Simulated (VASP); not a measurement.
# MgS in VASP: further runs

MgS is run at these levels: PBE; tasks: single point, relaxation of cell and atoms.

Everything below comes from runs of VASP 6.6.1. Logs are shortened: lines on timing, memory, paths and dates and some standing lists are left out, and cuts for length are marked.

### Step 1. The cell of the first run

The typed cell holds 6 atoms: a = 4.028 Å, b = 4.028 Å, c = 9.869 Å, α = 90.00°, β = 90.00°, γ = 120.00°.

### Step 2. Single point, PBE

Contents of INCAR:

```
SYSTEM = MgS
PREC = Accurate
ENCUT = 520
EDIFF = 1E-6
ISMEAR = 0
SIGMA = 0.02
LREAL = .FALSE.
LASPH = .TRUE.
NELM = 60
ALGO = Normal
ISIF = 2
LWAVE = .FALSE.
LCHARG = .FALSE.
GGA = PE
NBANDS = 21
```

Contents of KPOINTS:

```
regular mesh
0
G
  9 9 3
  0 0 0
```

Contents of POSCAR:

```
MgS
1.0
    4.0281038805      0.0000000000      0.0000000000
   -2.0140519402      3.4884402896      0.0000000000
    0.0000000000      0.0000000000      9.8687121188
Mg S
3 3
Direct
    0.0000000000      0.0000000000      0.0001058165
    0.3333333333      0.6666666667      0.3334391499
    0.6666666667      0.3333333333      0.6667724832
    0.0000000000      0.0000000000      0.2498941835
    0.3333333333      0.6666666667      0.5832275168
    0.6666666667      0.3333333333      0.9165608501
```

Potentials or basis: VASP PAW PBE potentials, release 64 (Mg, S).

Started as:

```bash
> cat potpaw_PBE.64/Mg/POTCAR potpaw_PBE.64/S/POTCAR > POTCAR
> mpirun -np 1 vasp_std > vasp.out
```

OUTCAR:

```text
SYSTEM = MgS
   PREC = Accurate
   ENCUT = 520
   EDIFF = 1E-6
   ISMEAR = 0
   LREAL = .FALSE.
   LASPH = .TRUE.
   NELM = 60
   ISIF = 2
   GGA = PE

 ion  position               nearest neighbor table
   1  0.000  0.000  0.000-   4 2.47   6 2.47   6 2.47   6 2.47
   2  0.333  0.667  0.333-   5 2.47   4 2.47   4 2.47   4 2.47
   3  0.667  0.333  0.667-   6 2.47   5 2.47   5 2.47   5 2.47
   4  0.000  0.000  0.250-   1 2.47   2 2.47   2 2.47   2 2.47
   5  0.333  0.667  0.583-   2 2.47   3 2.47   3 2.47   3 2.47
   6  0.667  0.333  0.917-   3 2.47   1 2.47   1 2.47   1 2.47

  LATTYP: Found a hexagonal cell.
 ALAT       =     4.0281038805
 C/A-ratio  =     2.4499646513

  Lattice vectors:

 A1 = (   4.0281038805,   0.0000000000,   0.0000000000)
 A2 = (  -2.0140519402,   3.4884402896,   0.0000000000)
 A3 = (   0.0000000000,   0.0000000000,   9.8687121188)

Analysis of symmetry for initial positions (statically):
=====================================================================
 Subroutine PRICEL returns following result:

  LATTYP: Found a trigonal (rhomboedric) cell.
 ALAT       =     4.0286245451
 COS(alpha) =     0.5001292330

  Lattice vectors:

 A1 = (   2.0140519400,  -1.1628134298,   3.2895707069)
 A2 = (  -0.0000000002,   2.3256268598,   3.2895707069)
 A3 = (  -2.0140519399,  -1.1628134301,   3.2895707050)

   3 primitive cells build up your supercell.

 Routine SETGRP: Setting up the symmetry group for a
 hexagonal supercell.

 Subroutine GETGRP returns: Found  6 space group operations
 (whereof  6 operations were pure point group operations)
 out of a pool of 24 trial point group operations.

The static configuration has the point symmetry C_3v.

Analysis of symmetry for dynamics (positions and initial velocities):
=====================================================================
 Subroutine PRICEL returns following result:

  LATTYP: Found a trigonal (rhomboedric) cell.
 ALAT       =     4.0286245451
 COS(alpha) =     0.5001292330

  Lattice vectors:

 A1 = (   2.0140519400,  -1.1628134298,   3.2895707069)
 A2 = (  -0.0000000002,   2.3256268598,   3.2895707069)
 A3 = (  -2.0140519399,  -1.1628134301,   3.2895707050)

   3 primitive cells build up your supercell.

 Routine SETGRP: Setting up the symmetry group for a
 hexagonal supercell.

 Subroutine GETGRP returns: Found  6 space group operations
 (whereof  6 operations were pure point group operations)
 out of a pool of 24 trial point group operations.

The dynamic configuration has the point symmetry C_3v.

 Subroutine INISYM returns: Found  6 space group operations
 (whereof  6 operations are pure point group operations),
 and found     3 'primitive' translations

----------------------------------------------------------------------------------------

                                     Primitive cell

  volume of cell :      46.2244

  direct lattice vectors                    reciprocal lattice vectors
     2.014051940 -1.162813430  3.289570707     0.248255762 -0.143330531  0.101330345
    -0.000000000  2.325626860  3.289570707    -0.000000000  0.286661062  0.101330345
    -2.014051940 -1.162813430  3.289570705    -0.248255763 -0.143330531  0.101330345

  length of vectors
     4.028624545  4.028624545  4.028624544     0.304043424  0.304043424  0.304043424

  position of ions in fractional coordinates (direct lattice)
     0.000105817  0.000105817  0.000105817
     0.249894183  0.249894183  0.249894183

  ion indices of the primitive-cell ions
   primitive index   ion index
                 1           1
                 2           4

----------------------------------------------------------------------------------------

 KPOINTS: regular mesh

Automatic generation of k-mesh.
 Grid dimensions read from file:
 generate k-points for:    9    9    3

 Generating k-lattice:

  Cartesian coordinates                     Fractional coordinates (reciprocal lattice)
     0.027583974  0.015925615  0.000000000     0.111111111  0.000000000  0.000000000
     0.000000000  0.031851229  0.000000000     0.000000000  0.111111111  0.000000000
     0.000000000  0.000000000  0.033776782     0.000000000  0.000000000  0.333333333

  Length of vectors
     0.031851229  0.031851229  0.033776782

  Shift w.r.t. Gamma in fractional coordinates (k-lattice)
     0.000000000  0.000000000  0.000000000

 Subroutine IBZKPT returns following result:
 ===========================================

 Found     31 irreducible k-points:

 Following reciprocal coordinates:
            Coordinates               Weight
  0.000000  0.000000  0.000000      1.000000
  0.111111 -0.000000  0.000000      6.000000
  0.222222  0.000000  0.000000      6.000000
  0.333333  0.000000  0.000000      6.000000
  0.444444  0.000000  0.000000      6.000000
  0.111111  0.111111  0.000000      6.000000
[... 16 lines left out ...]
  0.222222  0.111111  0.333333     12.000000
 -0.111111  0.333333  0.333333     12.000000
 [... further k-points ...]
   k-points           NKPTS =     31   k-points in BZ     NKDIM =     31   number of bands    NBANDS=     21
   number of dos      NEDOS =    301   number of ions     NIONS =      6
   total plane-waves  NPLWV =  72000
   dimension x,y,z NGX =    30 NGY =   30 NGZ =   80
   dimension x,y,z NGXF=    60 NGYF=   60 NGZF=  160
   ions per type =               3   3
   NGX,Y,Z   is equivalent  to a cutoff of  12.38, 12.38, 13.48 a.u.
   NGXF,Y,Z  is equivalent  to a cutoff of  24.76, 24.76, 26.95 a.u.
 SYSTEM =  MgS
   PREC   = accura    normal or accurate (medium, high low for compatibility)
   ISTART =      0    job   : 0-new  1-cont  2-samecut
   ICHARG =      2    charge: 1-file 2-atom 10-const
   ISPIN  =      1    spin polarized calculation?
   LNONCOLLINEAR =      F non collinear calculations
   LSORBIT =      F    spin-orbit coupling
   LASPH  =      T    aspherical Exc in radial PAW
   ENCUT  =  520.0 eV  38.22 Ry    6.18 a.u.   7.49  7.49 18.35*2*pi/ulx,y,z
   NELM   =     60;   NELMIN=  2; NELMDL= -5     # of ELM steps
   EDIFF  = 0.1E-05   stopping-criterion for ELM
   LREAL  =      F    real-space projection
   EDIFFG = 0.1E-04   stopping-criterion for IOM
   NSW    =      0    number of steps for IOM
   IBRION =     -1    ionic relax: 0-MD 1-quasi-New 2-CG
   NFREE  =      0    steps in history (QN), initial steepest desc. (CG)
   ISIF   =      2    stress and relaxation
   ISYM   =      2    0-nonsym 1-usesym 2-fastsym
   POTIM  = 0.5000    time-step for ionic-motion
   TEBEG  =    0.0;   TEEND  =   0.0 temperature during run
   PSTRESS=    0.0 pullay stress
   NELECT =      24.0000    total number of electrons
   NUPDOWN=      -1.0000    fix difference up-down
   EMIN   =  10.00;   EMAX   =-10.00  energy-range for DOS
   EFERMI =   0.00;   METHOD = LEGACY
   ISMEAR =     0;   SIGMA  =   0.02  broadening in eV -4-tet -1-fermi 0-gaus
   EFERMI_NEDOS =   21; number of points for ismear=-14 and -15
   IALGO  =     38    algorithm
   IMIX   =      4    mixing-type and parameters
     AMIX     =   0.40;   BMIX     =  1.00
     AMIX_MAG =   1.60;   BMIX_MAG =  1.00
  volume/ion in A,a.u.               =      23.11       155.97
  Fermi-wavevector in a.u.,A,eV,Ry     =   0.912321  1.724037 11.324537  0.832330
  Thomas-Fermi vector in A             =   2.036703
   LORBIT       =      0    0 simple, 1 ext, 2 COOP (PROOUT), +10 PAW based schemes
   GGA     = PE    functional components
   LHFCALC =     F    Hartree Fock is set to
   AEXX    =    0.0000 exact exchange contribution
   IVDW    =     0    specifies the selected vdW correction
   LEPSILON=     F    determine dielectric tensor
   LRPA    =     F    only Hartree local field effects (RPA)
 non-spin polarized calculation
 Gauss-broadening in eV      SIGMA  =   0.02
  energy-cutoff  :      520.00
  volume of cell :      138.67
 maximum number of plane-waves:      3767
 NGX is ok and might be reduce to    30

 number of electron      24.0000004 magnetization

 Free energy of the ion-electron system (eV)
  ---------------------------------------------------
  ext. energy  EPLUGINS =         0.00000000
  ---------------------------------------------------
  free energy    TOTEN  =       -25.41862650 eV

  energy without entropy =      -25.41862650  energy(sigma->0) =      -25.41862650

 E-fermi :   1.0508     XC(G=0):  -8.3189

 val. band max:        0.9502662255   @ k =   0.0000   0.0000   0.0000
 cond. band min:       4.3146925956   @ k =   0.0000   0.0000   0.0000
 fundamental gap:      3.3644263701
 Fermi energy:         1.0508462207

 k-point     1 :       0.0000    0.0000    0.0000
  band No.  band energies     occupation
      1     -10.2584      2.00000
      2      -9.7886      2.00000
      3      -9.7886      2.00000
      4      -1.5245      2.00000
      5      -1.5245      2.00000
      6       0.7029      2.00000
[... 13 lines left out ...]
     20       8.8623      0.00000
     21       8.8835      0.00000

 k-point     2 :       0.1111   -0.0000    0.0000
  band No.  band energies     occupation
      1     -10.1986      2.00000
      2      -9.7486      2.00000
      3      -9.7470      2.00000
      4      -1.4828      2.00000
      5      -1.4773      2.00000
      6       0.3025      2.00000
[... 13 lines left out ...]
     20       9.0065      0.00000
     21       9.0251      0.00000

 k-point     3 :       0.2222    0.0000    0.0000
  band No.  band energies     occupation
      1     -10.0353      2.00000
      2      -9.6498      2.00000
      3      -9.6363      2.00000
      4      -1.4388      2.00000
      5      -1.4120      2.00000
      6      -0.4217      2.00000
[... 13 lines left out ...]
     20       8.9539      0.00000
     21       9.1128      0.00000
[... 457 lines left out ...]
 k-point    23 :       0.2222    0.1111    0.3333
  band No.  band energies     occupation
      1      -9.8408      2.00000
      2      -9.7266      2.00000
      3      -9.4522      2.00000
      4      -1.5608      2.00000
      5      -1.3767      2.00000
      6      -0.9154      2.00000
[... 13 lines left out ...]
     20       8.7552      0.00000
     21       9.1579      0.00000

 k-point    24 :      -0.1111    0.3333    0.3333
  band No.  band energies     occupation
      1      -9.8515      2.00000
      2      -9.7086      2.00000
      3      -9.4596      2.00000
      4      -1.4960      2.00000
      5      -1.2008      2.00000
      6      -1.1473      2.00000
[... 13 lines left out ...]
     20       9.1082      0.00000
     21       9.2109      0.00000

 [... further k-points ...]
[... 5 lines left out ...]
  --------------------------------------------------------------------------------------
  -------------------------------------------------------------------------------------
  Total       -0.1325968     -0.1325968     -0.0889772     -0.0000000     -0.0000000      0.0000000
  in kB       -1.5319736     -1.5319736     -1.0280085     -0.0000000     -0.0000000      0.0000000
  external PRESSURE =      -1.3639853 kB  Pullay stress =       0.0000000 kB

 VOLUME and BASIS-vectors are now :
 -----------------------------------------------------------------------------
  energy-cutoff  :      520.00
  volume of cell :      138.67
      direct lattice vectors                 reciprocal lattice vectors
     4.028103880  0.000000000  0.000000000     0.248255762  0.143330531  0.000000000
    -2.014051940  3.488440290  0.000000000     0.000000000  0.286661063  0.000000000
     0.000000000  0.000000000  9.868712119     0.000000000  0.000000000  0.101330345

 POSITION                                       TOTAL-FORCE (eV/Angst)
 -----------------------------------------------------------------------------------
      0.00000      0.00000      0.00104         0.000000      0.000000     -0.009843
     -0.00000      2.32563      3.29061        -0.000000     -0.000000     -0.009843
      2.01405      1.16281      6.58019        -0.000000      0.000000     -0.009843
      0.00000      0.00000      2.46613         0.000000      0.000000      0.009843
     -0.00000      2.32563      5.75570         0.000000      0.000000      0.009843
      2.01405      1.16281      9.04528         0.000000     -0.000000      0.009843
 -----------------------------------------------------------------------------------
    total drift:                                0.000001     -0.000001     -0.000041

  FREE ENERGIE OF THE ION-ELECTRON SYSTEM (eV)
  ---------------------------------------------------
  free  energy   TOTEN  =       -25.4186265001 eV

  energy  without entropy=      -25.4186265001  energy(sigma->0) =      -25.41862650
```

It took 43 s on 1 thread of Intel Xeon 6975P-C (Granite Rapids), shared host; peak memory 0.28 GiB.

What came out:

```yaml
Free_energy: -25.4186 eV
Pressure: -0.1 GPa
Largest_force: 0.010 eV/Å
Band_gap_on_the_k_mesh: 3.36 eV
```

Forces on the atoms (eV/Å):
```
Mg   0.000  0.000 -0.010
Mg   0.000  0.000 -0.010
Mg   0.000  0.000 -0.010
S    0.000  0.000  0.010
S    0.000  0.000  0.010
S    0.000  0.000  0.010
```

Levels at points of the mesh, in eV from the valence-band top:
| k point | band 8 | band 9 | band 10 | band 11 | band 12 | band 13 | band 14 | band 15 | band 16 | band 17 |
| --- | --- | --- | --- | --- | --- | --- | --- | --- | --- | --- |
| (0.00, 0.00, 0.00) | -0.25 | -0.25 | -0.01 | 0.00 | 0.00 | 3.36 | 5.06 | 5.06 | 7.89 | 7.89 |

A k mesh can miss the band edges. Expect the measured gap to be larger: semilocal functionals such as PBE lack the derivative discontinuity.

### Step 3. Single point, PBE

Contents of INCAR:

```
PREC = Accurate
ENCUT = 520
EDIFF = 1E-7
ISMEAR = 0
SIGMA = 0.02
LREAL = F
LASPH = T
NELM = 60
ALGO = Normal
ISIF = 2
LWAVE = F
LCHARG = F
GGA = PE
NBANDS = 21
```

Contents of KPOINTS:

```
regular mesh
0
Gamma
  9 9 3
```

Contents of POSCAR:

```
MgS
1.0
    4.0288979036      0.0000000000      0.0000000000
   -2.0144489518      3.4891279338      0.0000000000
    0.0000000000      0.0000000000      9.8688752774
Mg S
3 3
Direct
    0.0000000000      0.0000000000      0.0000009789
    0.3333333333      0.6666666667      0.3333343122
    0.6666666667      0.3333333333      0.6666676455
    0.0000000000      0.0000000000      0.2499990211
    0.3333333333      0.6666666667      0.5833323545
    0.6666666667      0.3333333333      0.9166656878
```

Potentials or basis: VASP PAW PBE potentials, release 64 (Mg, S).

Started as:

```bash
> cat potpaw_PBE.64/Mg/POTCAR potpaw_PBE.64/S/POTCAR > POTCAR
> mpirun -np 1 vasp_std > vasp.out
```

It took 51 s on 1 thread of Intel Xeon 6975P-C (Granite Rapids), shared host; peak memory 0.28 GiB.

The run converged. Its results:

```yaml
Free_energy: -25.4186 eV
Pressure: -0.2 GPa
Band_gap_on_the_k_mesh: 3.36 eV
```

Levels at points of the mesh, in eV from the valence-band top:
| k point | band 10 | band 11 | band 12 | band 13 | band 14 | band 15 |
| --- | --- | --- | --- | --- | --- | --- |
| (0.00, 0.00, 0.00) | 0.00 | 0.00 | 0.00 | 3.36 | 5.06 | 5.06 |

A k mesh can miss the band edges. A hybrid or GW would open this gap; PBE tends to underestimate it.

### Step 4. Relaxation of cell and atoms, PBE

Contents of INCAR:

```
SYSTEM = MgS
ALGO     = Normal         ! electronic algorithm
EDIFF    = 1E-7           ! SCF threshold, eV
EDIFFG   = -0.01          ! ionic threshold
ENCUT    = 600            ! plane-wave cutoff, eV
GGA      = PE             ! functional
IBRION   = 2              ! ionic algorithm
ISIF     = 3              ! what is computed and relaxed
ISMEAR   = 0              ! smearing method
LASPH    = .True.         ! aspherical terms in the spheres
LCHARG   = .False.        ! write CHGCAR
LREAL    = .False.        ! projectors in reciprocal space
LWAVE    = .False.        ! write WAVECAR
NELM     = 100            ! most SCF steps
NSW      = 65             ! ionic steps
PREC     = Accurate       ! precision mode
SIGMA    = 0.02           ! smearing width, eV
```

Contents of KPOINTS:

```
k-points
0
Gamma
  9 9 3
  0 0 0
```

Contents of POSCAR:

```
MgS
1.0
    4.0544445329      0.0000000000      0.0000000000
   -2.0272222664      3.5112519637      0.0000000000
    0.0000000000      0.0000000000      9.7371454761
Mg S
3 3
Direct
    0.0000000000      0.0000000000      0.0000000000
    0.3333333333      0.6666666667      0.3333333333
    0.6666666667      0.3333333333      0.6666666667
    0.0000000000      0.0000000000      0.2500000000
    0.3333333333      0.6666666667      0.5833333333
    0.6666666667      0.3333333333      0.9166666667
```

Started as:

```bash
> cat potpaw_PBE.64/Mg/POTCAR potpaw_PBE.64/S/POTCAR > POTCAR
> mpirun -np 1 vasp_std > vasp.out
```

It took 3 min on 1 thread of Intel Xeon 6975P-C (Granite Rapids), shared host; peak memory 0.32 GiB.

It converged, with:

```yaml
Free_energy: -25.4199 eV
Relaxed_volume: 23.09 Å³/atom
Relaxed_cell: a = 4.027 Å, b = 4.027 Å, c = 9.867 Å, α = 90.00°, β = 90.00°, γ = 120.00°
Space_group_after_relaxing_to_0.05_Å: F-43m (No. 216)
Energy_gained_by_relaxing: 1.9 meV/atom
Ionic_steps: 7
Pressure_after_relaxing: -0.1 GPa
Largest_force_after_relaxing: 0.004 eV/Å
Band_gap_on_the_k_mesh: 3.37 eV
```

Forces on the atoms (eV/Å):
```
Mg   0.000  0.000 -0.004
Mg   0.000  0.000 -0.004
Mg   0.000  0.000 -0.004
S    0.000  0.000  0.004
S    0.000  0.000  0.004
S    0.000  0.000  0.004
```

The path:
| step | energy change (eV) | largest force (eV/Å) | pressure (GPa) | volume (Å³) |
| --- | --- | --- | --- | --- |
| 1 | 0.0000 | 0.1360 | -0.06 | 138.62 |
| 2 | -0.0107 | 0.0334 | -0.02 | 138.44 |
| 3 | -0.0107 | 0.0313 | -0.03 | 138.44 |
| 4 | -0.0110 | 0.0250 | 0.01 | 138.36 |
| 5 | -0.0114 | 0.0101 | 0.08 | 138.19 |
| 6 | -0.0114 | 0.0050 | 0.10 | 138.13 |
| 7 | -0.0115 | 0.0041 | -0.06 | 138.54 |

Final structure:
```xyz
6
Lattice="4.0265 0.0000 0.0000 -2.0133 3.4871 0.0000 0.0000 0.0000 9.8671" Properties=species:S:1:pos:R:3 pbc="T T T"
Mg    0.0000    0.0000    0.0006
Mg    0.0000    2.3247    3.2897
Mg    2.0133    1.1624    6.5787
S     4.0265    0.0000    2.4661
S     0.0000    2.3247    5.7552
S     2.0133    1.1624    9.0442
```

Levels at points of the mesh, in eV from the valence-band top:
```tsv
k point	band 10	band 11	band 12	band 13	band 14	band 15
(0.00, 0.00, 0.00)	0.00	0.00	0.00	3.37	5.07	5.07
```

### Step 5. The runs side by side

```tsv
task	cell	cutoff (eV)	gap on the mesh (eV)	pressure (GPa)
single point	a = 4.028, b = 4.028, c = 9.869 Å, angles 90.0, 90.0, 120.0°, 6 atoms	520	3.36	-0.1
single point	a = 4.029, b = 4.029, c = 9.869 Å, angles 90.0, 90.0, 120.0°, 6 atoms	520	3.36	-0.2
relaxation of cell and atoms	relaxed from a = 4.054, b = 4.054, c = 9.737 Å, angles 90.0, 90.0, 120.0°, 6 atoms	600	3.37	-0.1
```

Some of these runs hold the atoms at other places in the same cell, which the table doesn't show; runs alike in all that it shows share one row.

Alike in all rows: level PBE; potentials or basis VASP PAW PBE potentials, release 64 (Mg, S); no spin polarisation; k mesh 9 × 9 × 3; smearing gaussian 0.02 eV.

Total energies depend on the potentials used, so only differences within one code and one set of settings carry meaning.
